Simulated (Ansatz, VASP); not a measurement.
Two plane-wave programs on Bi

INCAR

```
ALGO = Normal ; EDIFF = 1E-7
ENCUT = 520 ; ISIF = 2
ISMEAR = -1 ; LASPH = True
LCHARG = False ; LREAL = False
LWAVE = False ; NBANDS = 22
NELM = 80 ; PREC = Accurate
SIGMA = 0.05
```

The input KPOINTS:

```
k-points
0
Gamma
  7 7 7
```

Contents of POSCAR:

```
Bi
1.0
    2.2825169939      1.3178118009      3.9640802302
   -2.2825169939      1.3178118009      3.9640802302
    0.0000000000     -2.6356236018      3.9640802302
Bi
2
Direct
    0.7660000000      0.7660000000      0.7660000000
    0.2340000000      0.2340000000      0.2340000000
```

input.yaml

```yaml
crystal:
  lattice:
    - [2.2825169939, 1.3178118009, 3.9640802302]
    - [-2.2825169939, 1.3178118009, 3.9640802302]
    - [0.0, -2.6356236018, 3.9640802302]
  atoms:
    - { symbol: Bi, position: [0.766, 0.766, 0.766] }
    - { symbol: Bi, position: [0.234, 0.234, 0.234] }
hamiltonian:
  xc: lda
  pseudopotentials: { kind: paw }
kpoints:
  mp_grid: { grid: [7, 7, 7] }
scf:
  occupations: { method: fermi_dirac, width: 0.05 }
output:
  forces: true
  stress: true
  eigenvalues: true
```

Alike in both runs: task single point; functional LDA; k mesh 7 × 7 × 7; occupations fermi-dirac, width 0.05 eV; no spin polarisation.

|  | VASP | Ansatz |
| --- | --- | --- |
| version | VASP 6.6.1 | Ansatz 0.2.0 |
| potentials or method | VASP PAW LDA potentials, release 64 (Bi_d) | Ansatz PAW |
| plane-wave cutoff (eV) | 520 | 420 |
| valence electrons in the cell | 30 | 30 |

VASP gave:

```
gap on the k mesh at the Fermi level (eV) : 0.26
least direct gap on the mesh (eV)         : 0.51
pressure (GPa)                            : -2.4
rms of the force components (eV/Å)        : 0.010
```

What did Ansatz give for the same quantities?

gap on the k mesh at the Fermi level (eV): 0.26; least direct gap on the mesh (eV): 0.51; pressure (GPa): -2.4; rms of the force components (eV/Å): 0.023.

LDA's correlation is that of Perdew and Zunger in VASP and of Perdew and Wang (1992) in Ansatz. Atom by atom the forces differ by 0.012 eV/Å (rms over components).

Neither program's run includes spin-orbit coupling. Noted on Ansatz's run: odd divisions of the mesh miss points on the zone boundary, where band edges often lie, so the gap on the mesh can be too wide.
